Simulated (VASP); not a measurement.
# ScBiTe3 (Pm-3m) in VASP: notebook

The runs below take ScBiTe3 through single point, relaxation of cell and atoms, with PBE.

All numbers are computed with VASP 6.6.1; they aren't measurements. Logs are shortened: lines on timing, memory, paths and dates and some standing lists are left out, and cuts for length are marked.

**1. The cell of the first run**

Symmetry: Pm-3m, No. 221, cubic system. Conventional cell: a = 5.347 Å, b = 5.347 Å, c = 5.347 Å, α = 90.00°, β = 90.00°, γ = 90.00°. Sc (site symmetry m-3m) has 6 Te at 2.67 Å within 3.5 Å. Bi (site symmetry m-3m) has 12 Te at 3.78 Å and 8 Sc at 4.63 Å within 5.0 Å. Te (site symmetry 4/mmm) has 2 Sc at 2.67 Å within 3.5 Å.

The cell was generated, and may not be a known phase.

**2. Single point, PBE**

The input, INCAR:

```
SYSTEM = ScBiTe3
PREC = Accurate
ENCUT = 520
EDIFF = 1E-7
ISMEAR = 0
SIGMA = 0.1
LREAL = .FALSE.
LASPH = .TRUE.
NELM = 100
ALGO = Normal
ISIF = 2
LWAVE = .FALSE.
LCHARG = .FALSE.
GGA = PE
NBANDS = 30
```

The input, KPOINTS:

```
regular mesh
0
G
  4 4 4
  0 0 0
```

The input, POSCAR:

```
ScBiTe3
1.0
    5.3472960100      0.0000000000      0.0000000000
    0.0000000000      5.3472960100      0.0000000000
    0.0000000000      0.0000000000      5.3472960100
Sc Bi Te
1 1 3
Direct
    0.5000000000      0.5000000000      0.5000000000
    0.0000000000      0.0000000000      0.0000000000
    0.0000000000      0.5000000000      0.5000000000
    0.5000000000      0.0000000000      0.5000000000
    0.5000000000      0.5000000000      0.0000000000
```

Potentials or basis: VASP PAW PBE potentials, release 64 (Sc_sv, Bi_d, Te).

Started as:

```sh
> cat potpaw_PBE.64/Sc_sv/POTCAR potpaw_PBE.64/Bi_d/POTCAR potpaw_PBE.64/Te/POTCAR > POTCAR
> mpirun -np 1 vasp_std > vasp.out
```

OUTCAR:

```text
SYSTEM = ScBiTe3
   PREC = Accurate
   ENCUT = 520
   EDIFF = 1E-7
   ISMEAR = 0
   LREAL = .FALSE.
   LASPH = .TRUE.
   NELM = 100
   ISIF = 2
   GGA = PE

 ion  position               nearest neighbor table
   1  0.500  0.500  0.500-   3 2.67   4 2.67   5 2.67   5 2.67   4 2.67   3 2.67
   2  0.000  0.000  0.000-   3 3.78   4 3.78   5 3.78   3 3.78   4 3.78   3 3.78   5 3.78   3 3.78
                             4 3.78   5 3.78   4 3.78   5 3.78
   3  0.000  0.500  0.500-   1 2.67   1 2.67   2 3.78   2 3.78   2 3.78   2 3.78
   4  0.500  0.000  0.500-   1 2.67   1 2.67   2 3.78   2 3.78   2 3.78   2 3.78
   5  0.500  0.500  0.000-   1 2.67   1 2.67   2 3.78   2 3.78   2 3.78   2 3.78

  LATTYP: Found a simple cubic cell.
 ALAT       =     5.3472960100

  Lattice vectors:

 A1 = (   5.3472960100,   0.0000000000,   0.0000000000)
 A2 = (   0.0000000000,   5.3472960100,   0.0000000000)
 A3 = (   0.0000000000,   0.0000000000,   5.3472960100)

Analysis of symmetry for initial positions (statically):
=====================================================================
 Subroutine PRICEL returns:
 Original cell was already a primitive cell.

 Routine SETGRP: Setting up the symmetry group for a
 simple cubic supercell.

 Subroutine GETGRP returns: Found 48 space group operations
 (whereof 48 operations were pure point group operations)
 out of a pool of 48 trial point group operations.

The static configuration has the point symmetry O_h .

Analysis of symmetry for dynamics (positions and initial velocities):
=====================================================================
 Subroutine PRICEL returns:
 Original cell was already a primitive cell.

 Routine SETGRP: Setting up the symmetry group for a
 simple cubic supercell.

 Subroutine GETGRP returns: Found 48 space group operations
 (whereof 48 operations were pure point group operations)
 out of a pool of 48 trial point group operations.

The dynamic configuration has the point symmetry O_h .

 Subroutine INISYM returns: Found 48 space group operations
 (whereof 48 operations are pure point group operations),
 and found     1 'primitive' translations

----------------------------------------------------------------------------------------

                                     Primitive cell

  volume of cell :     152.8983

  direct lattice vectors                    reciprocal lattice vectors
     5.347296010  0.000000000  0.000000000     0.187010406  0.000000000  0.000000000
     0.000000000  5.347296010  0.000000000     0.000000000  0.187010406  0.000000000
     0.000000000  0.000000000  5.347296010     0.000000000  0.000000000  0.187010406

  length of vectors
     5.347296010  5.347296010  5.347296010     0.187010406  0.187010406  0.187010406

  position of ions in fractional coordinates (direct lattice)
     0.500000000  0.500000000  0.500000000
     0.000000000  0.000000000  0.000000000
     0.000000000  0.500000000  0.500000000
     0.500000000  0.000000000  0.500000000
     0.500000000  0.500000000  0.000000000

  ion indices of the primitive-cell ions
   primitive index   ion index
                 1           1
                 2           2
                 3           3
                 4           4
                 5           5

----------------------------------------------------------------------------------------

 KPOINTS: regular mesh

Automatic generation of k-mesh.
 Grid dimensions read from file:
 generate k-points for:    4    4    4

 Generating k-lattice:

  Cartesian coordinates                     Fractional coordinates (reciprocal lattice)
     0.046752602  0.000000000  0.000000000     0.250000000  0.000000000  0.000000000
     0.000000000  0.046752602  0.000000000     0.000000000  0.250000000  0.000000000
     0.000000000  0.000000000  0.046752602     0.000000000  0.000000000  0.250000000

  Length of vectors
     0.046752602  0.046752602  0.046752602

  Shift w.r.t. Gamma in fractional coordinates (k-lattice)
     0.000000000  0.000000000  0.000000000

 Subroutine IBZKPT returns following result:
 ===========================================

 Found     10 irreducible k-points:

 Following reciprocal coordinates:
            Coordinates               Weight
  0.000000  0.000000  0.000000      1.000000
  0.250000  0.000000  0.000000      6.000000
  0.500000  0.000000  0.000000      3.000000
  0.250000  0.250000  0.000000     12.000000
  0.500000  0.250000  0.000000     12.000000
  0.500000  0.500000  0.000000      3.000000
  0.250000  0.250000  0.250000      8.000000
  0.500000  0.250000  0.250000     12.000000
  0.500000  0.500000  0.250000      6.000000
  0.500000  0.500000  0.500000      1.000000
   k-points           NKPTS =     10   k-points in BZ     NKDIM =     10   number of bands    NBANDS=     30
   number of dos      NEDOS =    301   number of ions     NIONS =      5
   total plane-waves  NPLWV =  64000
   dimension x,y,z NGX =    40 NGY =   40 NGZ =   40
   dimension x,y,z NGXF=    80 NGYF=   80 NGZF=   80
   ions per type =               1   1   3
   NGX,Y,Z   is equivalent  to a cutoff of  12.44, 12.44, 12.44 a.u.
   NGXF,Y,Z  is equivalent  to a cutoff of  24.87, 24.87, 24.87 a.u.
 SYSTEM =  ScBiTe3
   PREC   = accura    normal or accurate (medium, high low for compatibility)
   ISTART =      0    job   : 0-new  1-cont  2-samecut
   ICHARG =      2    charge: 1-file 2-atom 10-const
   ISPIN  =      1    spin polarized calculation?
   LNONCOLLINEAR =      F non collinear calculations
   LSORBIT =      F    spin-orbit coupling
   LASPH  =      T    aspherical Exc in radial PAW
   ENCUT  =  520.0 eV  38.22 Ry    6.18 a.u.   9.94  9.94  9.94*2*pi/ulx,y,z
   NELM   =    100;   NELMIN=  2; NELMDL= -5     # of ELM steps
   EDIFF  = 0.1E-06   stopping-criterion for ELM
   LREAL  =      F    real-space projection
   EDIFFG = 0.1E-05   stopping-criterion for IOM
   NSW    =      0    number of steps for IOM
   IBRION =     -1    ionic relax: 0-MD 1-quasi-New 2-CG
   NFREE  =      0    steps in history (QN), initial steepest desc. (CG)
   ISIF   =      2    stress and relaxation
   ISYM   =      2    0-nonsym 1-usesym 2-fastsym
   POTIM  = 0.5000    time-step for ionic-motion
   TEBEG  =    0.0;   TEEND  =   0.0 temperature during run
   PSTRESS=    0.0 pullay stress
   NELECT =      44.0000    total number of electrons
   NUPDOWN=      -1.0000    fix difference up-down
   EMIN   =  10.00;   EMAX   =-10.00  energy-range for DOS
   EFERMI =   0.00;   METHOD = LEGACY
   ISMEAR =     0;   SIGMA  =   0.10  broadening in eV -4-tet -1-fermi 0-gaus
   EFERMI_NEDOS =   21; number of points for ismear=-14 and -15
   IALGO  =     38    algorithm
   IMIX   =      4    mixing-type and parameters
     AMIX     =   0.40;   BMIX     =  1.00
     AMIX_MAG =   1.60;   BMIX_MAG =  1.00
  volume/ion in A,a.u.               =      30.58       206.36
  Fermi-wavevector in a.u.,A,eV,Ry     =   1.080832  2.042476 15.894294  1.168198
  Thomas-Fermi vector in A             =   2.216833
   LORBIT       =      0    0 simple, 1 ext, 2 COOP (PROOUT), +10 PAW based schemes
   GGA     = PE    functional components
   LHFCALC =     F    Hartree Fock is set to
   AEXX    =    0.0000 exact exchange contribution
   IVDW    =     0    specifies the selected vdW correction
   LEPSILON=     F    determine dielectric tensor
   LRPA    =     F    only Hartree local field effects (RPA)
 non-spin polarized calculation
 Gauss-broadening in eV      SIGMA  =   0.10
  energy-cutoff  :      520.00
  volume of cell :      152.90
 maximum number of plane-waves:      4224
 NGX is ok and might be reduce to    40
   NGX = 19   NGY = 19   NGZ = 19

 number of electron      44.0000024 magnetization

 Free energy of the ion-electron system (eV)
  ---------------------------------------------------
  ext. energy  EPLUGINS =         0.00000000
  ---------------------------------------------------
  free energy    TOTEN  =       -20.11839442 eV

  energy without entropy =      -20.08708537  energy(sigma->0) =      -20.10273989

 E-fermi :   5.8260     XC(G=0):  -9.5516

 val. band max:        5.8062340398   @ k =   0.5000   0.2500   0.0000
 cond. band min:       5.8732676487   @ k =   0.5000   0.2500   0.2500
 fundamental gap:      0.0670336088
 Fermi energy:         5.8260454860

 k-point     1 :       0.0000    0.0000    0.0000
  band No.  band energies     occupation
      1     -43.2790      2.00000
      2     -22.0222      2.00000
      3     -22.0222      2.00000
      4     -22.0222      2.00000
      5     -17.5409      2.00000
      6     -17.5409      2.00000
[... 22 lines left out ...]
     29       8.4429      0.00000
     30       8.4429      0.00000

 k-point     2 :       0.2500    0.0000    0.0000
  band No.  band energies     occupation
      1     -43.2792      2.00000
      2     -22.0219      2.00000
      3     -22.0219      2.00000
      4     -22.0218      2.00000
      5     -17.5409      2.00000
      6     -17.5405      2.00000
[... 22 lines left out ...]
     29       8.5249      0.00000
     30       9.2427      0.00000

 k-point     3 :       0.5000    0.0000    0.0000
  band No.  band energies     occupation
      1     -43.2794      2.00000
      2     -22.0216      2.00000
      3     -22.0216      2.00000
      4     -22.0213      2.00000
      5     -17.5408      2.00000
      6     -17.5400      2.00000
[... 22 lines left out ...]
     29       8.7845      0.00000
     30       9.5259      0.00000

 k-point     4 :       0.2500    0.2500    0.0000
  band No.  band energies     occupation
      1     -43.2794      2.00000
      2     -22.0216      2.00000
      3     -22.0215      2.00000
      4     -22.0214      2.00000
      5     -17.5406      2.00000
      6     -17.5402      2.00000
[... 154 lines left out ...]
     29       9.9583      0.00000
     30      10.6408      0.00000

 k-point     9 :       0.5000    0.5000    0.2500
  band No.  band energies     occupation
      1     -43.2800      2.00000
      2     -22.0206      2.00000
      3     -22.0204      2.00000
      4     -22.0204      2.00000
      5     -17.5399      2.00000
      6     -17.5395      2.00000
[... 22 lines left out ...]
     29      10.0544      0.00000
     30      12.0444      0.00000

 k-point    10 :       0.5000    0.5000    0.5000
  band No.  band energies     occupation
      1     -43.2802      2.00000
      2     -22.0202      2.00000
      3     -22.0202      2.00000
      4     -22.0202      2.00000
      5     -17.5395      2.00000
      6     -17.5395      2.00000
[... 22 lines left out ...]
     29      11.3080      0.00000
     30      11.3080      0.00000

------------------------ aborting loop because EDIFF is reached ----------------------------------------

  FORCE on cell =-STRESS in cart. coord.  units (eV):
  Direction    XX          YY          ZZ          XY          YZ          ZX
  --------------------------------------------------------------------------------------
  -------------------------------------------------------------------------------------
  Total        5.2294269      5.2294269      5.2294269      0.0000000      0.0000000     -0.0000000
  in kB       54.7976588     54.7976588     54.7976588      0.0000000      0.0000000     -0.0000000
  external PRESSURE =      54.7976588 kB  Pullay stress =       0.0000000 kB

 VOLUME and BASIS-vectors are now :
 -----------------------------------------------------------------------------
  energy-cutoff  :      520.00
  volume of cell :      152.90
      direct lattice vectors                 reciprocal lattice vectors
     5.347296010  0.000000000  0.000000000     0.187010406  0.000000000  0.000000000
     0.000000000  5.347296010  0.000000000     0.000000000  0.187010406  0.000000000
     0.000000000  0.000000000  5.347296010     0.000000000  0.000000000  0.187010406

 POSITION                                       TOTAL-FORCE (eV/Angst)
 -----------------------------------------------------------------------------------
      2.67365      2.67365      2.67365         0.000000      0.000000      0.000000
      0.00000      0.00000      0.00000         0.000000      0.000000      0.000000
      0.00000      2.67365      2.67365         0.000000      0.000000      0.000000
      2.67365      0.00000      2.67365         0.000000      0.000000      0.000000
      2.67365      2.67365      0.00000         0.000000      0.000000      0.000000
 -----------------------------------------------------------------------------------
    total drift:                                0.000000      0.000000     -0.000000

  FREE ENERGIE OF THE ION-ELECTRON SYSTEM (eV)
  ---------------------------------------------------
  free  energy   TOTEN  =       -20.1183944231 eV

  energy  without entropy=      -20.0870853655  energy(sigma->0) =      -20.10273989
```

Run time: 59 s. Hardware: 1 thread of Oxide Virtual Turin-like, shared host; peak memory 0.23 GiB.

What came out:

```
Free energy            : -20.1184 eV
Pressure               : 5.5 GPa
Band gap on the k mesh : zero (bands 22 and 23 overlap by 0.98 eV)
```

Caveat: the cell stands under pressure; spin-orbit coupling is left out, which moves the levels of the heavy elements.

**3. Single point, PBE**

This run uses another cell than the first one, of 34.09 Å³/atom.

The input, INCAR:

```
ALGO = Fast ; EDIFF = 1E-7
ENCUT = 520 ; GGA = PE
ISIF = 2 ; ISMEAR = 0
LASPH = True ; LCHARG = True
LELF = True ; LREAL = False
LVHAR = True ; LWAVE = False
NBANDS = 30 ; NELM = 80
PREC = Accurate ; SIGMA = 0.1
```

The input, KPOINTS:

```
k-points
0
Gamma
  4 4 4
```

POSCAR: that of step 2 with these lines changed.

```diff
@@ -2,5 +2,5 @@
 1.0
-    5.3472960100      0.0000000000      0.0000000000
-    0.0000000000      5.3472960100      0.0000000000
-    0.0000000000      0.0000000000      5.3472960100
+    5.5445890636      0.0000000000      0.0000000000
+    0.0000000000      5.5445890636      0.0000000000
+    0.0000000000      0.0000000000      5.5445890636
 Sc Bi Te
```

Potentials or basis: VASP PAW PBE potentials, release 64 (Sc_sv, Bi_d, Te).

Started as:

```sh
> cat potpaw_PBE.64/Sc_sv/POTCAR potpaw_PBE.64/Bi_d/POTCAR potpaw_PBE.64/Te/POTCAR > POTCAR
> mpirun -np 1 vasp_std > vasp.out
```

It took 3.2 min on 1 thread of Oxide Virtual Turin-like, shared host; peak memory 0.25 GiB.

The run converged. Its results:

```yaml
Free_energy: -20.3852 eV
Pressure: -0.1 GPa
Band_gap_on_the_k_mesh: zero (bands 22 and 23 overlap by 0.83 eV)
```

Levels at points of the mesh, in eV from the Fermi level:
| k point | band 20 | band 21 | band 22 | band 23 | band 24 | band 25 |
| --- | --- | --- | --- | --- | --- | --- |
| (0.00, 0.00, 0.00) | -0.63 | -0.63 | -0.63 | 1.07 | 1.07 | 1.07 |
| (0.50, 0.00, 0.00) | -1.23 | -0.55 | -0.13 | -0.13 | 0.55 | 0.55 |
| (0.50, 0.50, 0.00) | -1.86 | -1.86 | -0.60 | 0.67 | 1.30 | 1.30 |
| (0.50, 0.50, 0.50) | 0.71 | 0.71 | 0.71 | 0.95 | 0.95 | 0.95 |

Caveat: spin-orbit coupling is left out, which moves the levels of the heavy elements.

[end of part 1 of 2]

The gap in the log of VASP goes by the Fermi energy; the results here count the filled bands.